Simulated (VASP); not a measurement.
**Na: single point with PBE**

Crystal: Na.

```
Na
1.0
    -2.13600    2.13600    2.13600
     2.13600   -2.13600    2.13600
     2.13600    2.13600   -2.13600
Na
1
Direct
  0.00000 0.00000 0.00000
```

This cell differs from its parent crystal: volume scaled by 1.06.

```
Program                : VASP 6.6.1
Task                   : single point
Functional             : PBE
Potentials or basis    : VASP PAW PBE potentials, release 64 (Na_pv)
Cutoff                 : 520 eV
k mesh                 : 14 × 14 × 14
Occupations            : gaussian, width 0.1 eV
Spin                   : no spin polarisation
Dipole correction      : no
Further INCAR settings : ALGO = Fast; EDIFF = 1e-06; NBANDS = 10
```

* Pressure: -0.5 GPa

Levels at points of the mesh, in eV from the Fermi level:
```
           k point  band 1  band 2  band 3  band 4  band 5  band 6  band 7
(0.00, 0.00, 0.00)  -24.92  -24.92  -24.92   -3.15   11.43   11.43   11.43
(0.50, 0.00, 0.00)  -24.95  -24.93  -24.92    0.77    1.19    8.02    8.84
(0.50, 0.50, 0.50)  -24.94  -24.94  -24.94    4.46    4.46    4.75    4.75
```

It took 37 s on 1 thread of AMD EPYC 7R13 Processor (Zen 3), with other jobs on the host, peak memory 0.13 GiB.
